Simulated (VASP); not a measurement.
# CuI3 (Pm-3m) in VASP: further runs, part 2 of 2

VASP 6.6.1. The steps go on from the part before.

### 4 Single point, PBE+U, collinear spin, zero start (volume scaled by 1.040)

Contents of INCAR:

```
SYSTEM = CuI3
PREC = Accurate
ENCUT = 520
EDIFF = 1E-7
ISMEAR = 0
SIGMA = 0.05
LREAL = .False.
LASPH = .True.
NELM = 150
ALGO = Normal
ISIF = 2
LWAVE = .False.
LCHARG = .False.
ISPIN = 2
MAGMOM = 0 0 0 0
LORBIT = 11
LMAXMIX = 4
LDAU = .True.
LDAUTYPE = 2
LDAUL = 2 -1
LDAUU = 4 0
LDAUJ = 0 0
LDAUPRINT = 1
GGA = PE
NBANDS = 28
```

Contents of KPOINTS:

```
regular mesh
0
Gamma
  6 6 6
  0 0 0
```

Contents of POSCAR:

```
CuI3
1.0
    5.5369531545      0.0000000000      0.0000000000
    0.0000000000      5.5369531545      0.0000000000
    0.0000000000      0.0000000000      5.5369531545
Cu I
1 3
Direct
    0.0000000000      0.0000000000      0.0000000000
    0.5000000000      0.0000000000      0.0000000000
    0.0000000000      0.0000000000      0.5000000000
    0.0000000000      0.5000000000      0.0000000000
```

Potentials or basis: VASP PAW PBE potentials, release 64 (Cu, I).

Launch:

```
$ cat potpaw_PBE.64/Cu/POTCAR potpaw_PBE.64/I/POTCAR > POTCAR
$ mpirun -np 1 vasp_std > vasp.out
```

OUTCAR:

```text
SYSTEM = CuI3
   PREC = Accurate
   ENCUT = 520
   EDIFF = 1E-7
   ISMEAR = 0
   LREAL = .False.
   LASPH = .True.
   NELM = 150
   ISIF = 2
   ISPIN = 2
   LORBIT = 11
   GGA = PE

 ion  position               nearest neighbor table
   1  0.000  0.000  0.000-   2 2.77   3 2.77   4 2.77   3 2.77   4 2.77   2 2.77
   2  0.500  0.000  0.000-   1 2.77   1 2.77
   3  0.000  0.000  0.500-   1 2.77   1 2.77
   4  0.000  0.500  0.000-   1 2.77   1 2.77

  LATTYP: Found a simple cubic cell.
 ALAT       =     5.5369531545

  Lattice vectors:

 A1 = (   5.5369531545,   0.0000000000,   0.0000000000)
 A2 = (   0.0000000000,   5.5369531545,   0.0000000000)
 A3 = (   0.0000000000,   0.0000000000,   5.5369531545)

Analysis of symmetry for initial positions (statically):
=====================================================================
 Subroutine PRICEL returns:
 Original cell was already a primitive cell.

 Routine SETGRP: Setting up the symmetry group for a
 simple cubic supercell.

 Subroutine GETGRP returns: Found 48 space group operations
 (whereof 48 operations were pure point group operations)
 out of a pool of 48 trial point group operations.

The static configuration has the point symmetry O_h .

Analysis of symmetry for dynamics (positions and initial velocities):
=====================================================================
 Subroutine PRICEL returns:
 Original cell was already a primitive cell.

 Routine SETGRP: Setting up the symmetry group for a
 simple cubic supercell.

 Subroutine GETGRP returns: Found 48 space group operations
 (whereof 48 operations were pure point group operations)
 out of a pool of 48 trial point group operations.

The dynamic configuration has the point symmetry O_h .

Analysis of structural, dynamic, and magnetic symmetry:
=====================================================================
 Subroutine PRICEL returns:
 Original cell was already a primitive cell.

 Routine SETGRP: Setting up the symmetry group for a
 simple cubic supercell.

 Subroutine GETGRP returns: Found 48 space group operations
 (whereof 48 operations were pure point group operations)
 out of a pool of 48 trial point group operations.

The overall configuration has the point symmetry O_h .

 Subroutine INISYM returns: Found 48 space group operations
 (whereof 48 operations are pure point group operations),
 and found     1 'primitive' translations

----------------------------------------------------------------------------------------

                                     Primitive cell

  volume of cell :     169.7511

  direct lattice vectors                    reciprocal lattice vectors
     5.536953154  0.000000000  0.000000000     0.180604743  0.000000000  0.000000000
     0.000000000  5.536953154  0.000000000     0.000000000  0.180604743  0.000000000
     0.000000000  0.000000000  5.536953154     0.000000000  0.000000000  0.180604743

  length of vectors
     5.536953154  5.536953154  5.536953154     0.180604743  0.180604743  0.180604743

  position of ions in fractional coordinates (direct lattice)
[... 139 lines left out ...]
 -0.0000  0.0000  0.9022  0.0000  0.0000
 -0.0000  0.0000  0.0000  0.9568 -0.0000
  0.0000 -0.0000  0.0000 -0.0000  0.9022

 occupancies and eigenvectors

  o =  0.9022  v =  0.0000  0.0000  0.0000  0.0000  0.0000  0.0000 -0.0000 -0.2684  0.0000  0.9633      0.0000  0.0000  0.0000  0.0000  0.0000  0.0000  0.0000  0.0000  0.0000  0.0000
  o =  0.9022  v =  0.0000  0.0000  0.0000  0.0000  0.0000  0.0000 -0.0000  0.9633  0.0000  0.2684      0.0000  0.0000  0.0000  0.0000  0.0000  0.0000  0.0000  0.0000  0.0000  0.0000
  o =  0.9022  v =  0.0000 -0.0000  0.5193  0.0000 -0.8546  0.0000  0.0000  0.0000  0.0000  0.0000      0.0000  0.0000  0.0000  0.0000  0.0000  0.0000  0.0000  0.0000  0.0000  0.0000
  o =  0.9022  v =  0.0000  0.0000  0.8546  0.0000  0.5193  0.0000  0.0000  0.0000  0.0000  0.0000      0.0000  0.0000  0.0000  0.0000  0.0000  0.0000  0.0000  0.0000  0.0000  0.0000
  o =  0.9568  v =  0.0000  0.0000  0.0000  0.0000  0.0000  1.0000  0.0000  0.0000  0.0000  0.0000      0.0000  0.0000  0.0000  0.0000  0.0000  0.0000  0.0000  0.0000  0.0000  0.0000
  o =  0.9568  v =  0.0000  0.0000  0.0000  0.0000  0.0000  0.0000 -0.3713 -0.0000  0.9285 -0.0000      0.0000  0.0000  0.0000  0.0000  0.0000  0.0000  0.0000  0.0000  0.0000  0.0000
  o =  0.9568  v =  0.0000  0.0000  0.0000  0.0000  0.0000  0.0000 -0.9285 -0.0000 -0.3713 -0.0000      0.0000  0.0000  0.0000  0.0000  0.0000  0.0000  0.0000  0.0000  0.0000  0.0000
  o =  0.9568  v =  0.0000 -0.9980 -0.0000  0.0627  0.0000  0.0000  0.0000  0.0000  0.0000  0.0000      0.0000  0.0000  0.0000  0.0000  0.0000  0.0000  0.0000  0.0000  0.0000  0.0000
  o =  0.9568  v =  1.0000  0.0000  0.0000  0.0000  0.0000  0.0000  0.0000  0.0000  0.0000  0.0000      0.0000  0.0000  0.0000  0.0000  0.0000  0.0000  0.0000  0.0000  0.0000  0.0000
  o =  0.9568  v =  0.0000  0.0627 -0.0000  0.9980 -0.0000  0.0000  0.0000  0.0000  0.0000  0.0000      0.0000  0.0000  0.0000  0.0000  0.0000  0.0000  0.0000  0.0000  0.0000  0.0000

 number of electron      32.0000030 magnetization      -0.0000010

 Free energy of the ion-electron system (eV)
  ---------------------------------------------------
  ext. energy  EPLUGINS =         0.00000000
  ---------------------------------------------------
  free energy    TOTEN  =        -6.47827743 eV

  energy without entropy =       -6.47386220  energy(sigma->0) =       -6.47606982

 E-fermi :   1.0938     XC(G=0):  -7.4061

 val. band max:        1.0851673730   @ k =   0.3333   0.3333   0.3333
 cond. band min:       1.1376175095   @ k =   0.5000   0.5000   0.3333
 fundamental gap:      0.0524501365
 Fermi energy:         1.0938448041

 spin component 1

 k-point     1 :       0.0000    0.0000    0.0000
  band No.  band energies     occupation
      1     -11.3248      1.00000
      2     -10.2661      1.00000
      3     -10.2661      1.00000
      4      -2.1752      1.00000
      5      -2.1752      1.00000
      6      -2.1752      1.00000
[... 609 lines left out ...]
     27      10.3222      0.00000
     28      10.3222      0.00000
 Fermi energy:         1.0938448041

 spin component 2

 k-point     1 :       0.0000    0.0000    0.0000
  band No.  band energies     occupation
      1     -11.3248      1.00000
      2     -10.2661      1.00000
      3     -10.2661      1.00000
      4      -2.1752      1.00000
      5      -2.1752      1.00000
      6      -2.1752      1.00000
[... 609 lines left out ...]
     27      10.3222      0.00000
     28      10.3222      0.00000

------------------------ aborting loop because EDIFF is reached ----------------------------------------

  FORCE on cell =-STRESS in cart. coord.  units (eV):
  Direction    XX          YY          ZZ          XY          YZ          ZX
  --------------------------------------------------------------------------------------
  -------------------------------------------------------------------------------------
  Total       -1.0429283     -1.0429283     -1.0429283     -0.0000000     -0.0000000      0.0000000
  in kB       -9.8435670     -9.8435670     -9.8435670     -0.0000000     -0.0000000      0.0000000
  external PRESSURE =      -9.8435670 kB  Pullay stress =       0.0000000 kB

 VOLUME and BASIS-vectors are now :
 -----------------------------------------------------------------------------
  energy-cutoff  :      520.00
  volume of cell :      169.75
      direct lattice vectors                 reciprocal lattice vectors
     5.536953154  0.000000000  0.000000000     0.180604743  0.000000000  0.000000000
     0.000000000  5.536953154  0.000000000     0.000000000  0.180604743  0.000000000
     0.000000000  0.000000000  5.536953154     0.000000000  0.000000000  0.180604743

 POSITION                                       TOTAL-FORCE (eV/Angst)
 -----------------------------------------------------------------------------------
      0.00000      0.00000      0.00000         0.000000      0.000000      0.000000
      2.76848      0.00000      0.00000         0.000000      0.000000      0.000000
      0.00000      0.00000      2.76848         0.000000      0.000000      0.000000
      0.00000      2.76848      0.00000         0.000000      0.000000      0.000000
 -----------------------------------------------------------------------------------
    total drift:                               -0.000000     -0.000000     -0.000000

  FREE ENERGIE OF THE ION-ELECTRON SYSTEM (eV)
  ---------------------------------------------------
  free  energy   TOTEN  =        -6.4782774306 eV

  energy  without entropy=       -6.4738622002  energy(sigma->0) =       -6.47606982

 total charge

# of ion       s       p       d       tot
------------------------------------------
    1        0.309   0.234   9.329   9.871
    2        1.527   2.672   0.017   4.216
    3        1.527   2.672   0.017   4.216
    4        1.527   2.672   0.017   4.216
--------------------------------------------------
tot          4.888   8.250   9.380  22.518

 magnetization (x)

# of ion       s       p       d       tot
------------------------------------------
    1       -0.000  -0.000   0.000   0.000
    2        0.000   0.000  -0.000   0.000
    3        0.000   0.000  -0.000   0.000
    4        0.000   0.000  -0.000   0.000
--------------------------------------------------
tot         -0.000   0.000   0.000   0.000
```

Wall time 2.8 min (1 thread of Oxide Virtual Turin-like, shared host); peak memory 0.35 GiB.

Results:

```
Free energy                                           : -6.4783 eV
Pressure                                              : -1.0 GPa
Band gap on the k mesh                                : zero (filled and empty bands overlap)
Net moment                                            : 0.00 μB per cell
Valence electrons inside the program's atomic spheres : Cu 9.87; I 4.22
```

Eigenvalues of the final occupation matrices:
| site | spin | trace | eigenvalues |
| --- | --- | --- | --- |
| site 1 d | 1 | 4.67 | 0.90 0.90 0.96 0.96 0.96 |
| site 1 d | 2 | 4.67 | 0.90 0.90 0.96 0.96 0.96 |

Caveat: spin-orbit coupling is left out, which moves the levels of the heavy elements.

### 5 Summary

```tsv
spin	U	cell	gap on the mesh (eV)	pressure (GPa)	moment (μB)
collinear, ferromagnetic start	Cu d U = 6.0 eV	a = 5.465 Å, 4 atoms	none	-0.2	0.00
collinear, zero start	Cu d U = 4.0 eV	a = 5.501 Å, 4 atoms	none	-0.6	0.00
collinear, zero start	Cu d U = 4.0 eV	a = 5.537 Å, 4 atoms	none	-1.0	0.00
```

Alike in all rows: task single point; level PBE+U; potentials or basis VASP PAW PBE potentials, release 64 (Cu, I); k mesh 6 × 6 × 6; cutoff (eV) 520; smearing gaussian 0.05 eV.

Caveats: spin-orbit coupling is left out, which moves the levels of the heavy elements.

Total energies depend on the potentials used, so only differences within one code and one set of settings carry meaning.
